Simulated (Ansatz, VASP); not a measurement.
**One calculation of TiRh3, two programs**

```xyz
4
Lattice="3.7703 0.0000 0.0000 0.0000 3.7703 0.0000 0.0000 0.0000 3.7703" Properties=species:S:1:pos:R:3 pbc="T T T"
Ti    0.0000    0.0000    0.0000
Rh    0.0000    1.8852    1.8852
Rh    1.8852    0.0000    1.8852
Rh    1.8852    1.8852    0.0000
```

Change from the starting cell: volume scaled by 0.96, crystal datasets.

Alike in both runs: task electric field gradients; functional LDA; k mesh 10 × 10 × 10; occupations fermi-dirac, width 0.03 eV; no spin polarisation.

|  | VASP | Ansatz |
| --- | --- | --- |
| version | VASP 6.6.1 | Ansatz 0.2.0 |
| potentials or method | VASP PAW LDA potentials, release 64 (Ti_sv, Rh_pv), cutoff 520 eV | all-electron PAW with datasets made for the crystal, scalar-relativistic |

VASP gave:

```
pressure (GPa)                                       : 0.8
size of Vzz on the site where it differs most (V/Å²) : 37.0
```

Q: What did Ansatz give for the same quantities?

A: Pressure (GPa): 0.1; size of Vzz on the site where it differs most (V/Å²): 33.0.

LDA's correlation is that of Perdew and Zunger in VASP and of Perdew and Wang (1992) in Ansatz. Ansatz ran all-electron here, and VASP with PAW potentials.
